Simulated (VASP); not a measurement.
Write the native input for VASP 6.6.1 that does the following.

- Task: single point
- Functional: r2SCAN
- Potentials or basis: VASP PAW PBE potentials, release 64 (Tl_d, Sb, O)
- Cutoff: 520 eV
- k mesh: 8 × 8 × 8
- Occupations: fermi-dirac, width 0.02 eV
- Spin: no spin polarisation
- Dipole correction: no
- Further INCAR settings: ALGO = Normal; EDIFF = 1e-06; NBANDS = 23

Crystal: TlSbO2.

```
Tl Sb O
1.0
     1.75812    1.01505    6.47594
    -1.75812    1.01505    6.47594
     0.00000   -2.03010    6.47594
Tl Sb O
1 1 2
Direct
  0.00000 0.00000 0.00000
  0.50000 0.50000 0.50000
  0.22712 0.22712 0.22712
  0.77288 0.77288 0.77288
```

The input as run:

POSCAR

```
TlSbO2
1.0
    1.7581217933      1.0150520907      6.4759405395
   -1.7581217933      1.0150520907      6.4759405395
    0.0000000000     -2.0301041813      6.4759405395
Tl Sb O
1 1 2
Direct
    1.0000000000      0.0000000000      0.0000000000
    0.5000000000      0.5000000000      0.5000000000
    0.2271237184      0.2271237184      0.2271237184
    0.7728762816      0.7728762816      0.7728762816
```

INCAR.step1

```
PREC     = Accurate       # precision mode
ENCUT    = 520            # plane-wave cutoff, eV
ISMEAR   = -1             # smearing method
SIGMA    = 0.02           # smearing width, eV
LREAL    = False          # projectors in reciprocal space
LASPH    = True           # aspherical terms in the spheres
NELM     = 100            # most SCF steps
NBANDS   = 23             # bands
GGA      = PE             # functional
ALGO     = Normal         # electronic algorithm
EDIFF    = 1E-4           # SCF threshold, eV
LWAVE    = True           # write WAVECAR
LCHARG   = False          # write CHGCAR
```

INCAR.step2

```
PREC     = Accurate       # precision mode
ENCUT    = 520            # plane-wave cutoff, eV
EDIFF    = 1E-6           # SCF threshold, eV
ISMEAR   = -1             # smearing method
SIGMA    = 0.02           # smearing width, eV
LREAL    = False          # projectors in reciprocal space
LASPH    = True           # aspherical terms in the spheres
NELM     = 100            # most SCF steps
ALGO     = Normal         # electronic algorithm
ISIF     = 2              # what is computed and relaxed
LWAVE    = False          # write WAVECAR
LCHARG   = True           # write CHGCAR
METAGGA  = R2SCAN         # meta-GGA
LMIXTAU  = True         
LELF     = True           # ELF
LVHAR    = True         
NBANDS   = 23             # bands
ISTART   = 1
```

KPOINTS

```
Automatic mesh
0
Gamma
  8 8 8
```

Potentials or basis: VASP PAW PBE potentials, release 64 (Tl_d, Sb, O).

Command:

```bash
$ cat potpaw_PBE.64/Tl_d/POTCAR potpaw_PBE.64/Sb/POTCAR potpaw_PBE.64/O/POTCAR > POTCAR
$ cp INCAR.step1 INCAR
$ mpirun -np 1 vasp_std > vasp.out
$ cp INCAR.step2 INCAR
$ mpirun -np 1 vasp_std > vasp.out
```

It gave:

```yaml
Pressure: -0.6 GPa
Largest_force: 0.051 eV/Å
Band_gap_on_the_k_mesh: zero (bands 15 and 16 overlap by 0.08 eV)
```

Caveat: the PAW data sets were made with another functional, which shifts forces and pressure a little; spin-orbit coupling is left out, which moves the levels of the heavy elements.

Run time: 23 min on 1 thread of Oxide Virtual Turin-like Processor (shared host), peak memory 0.42 GiB.
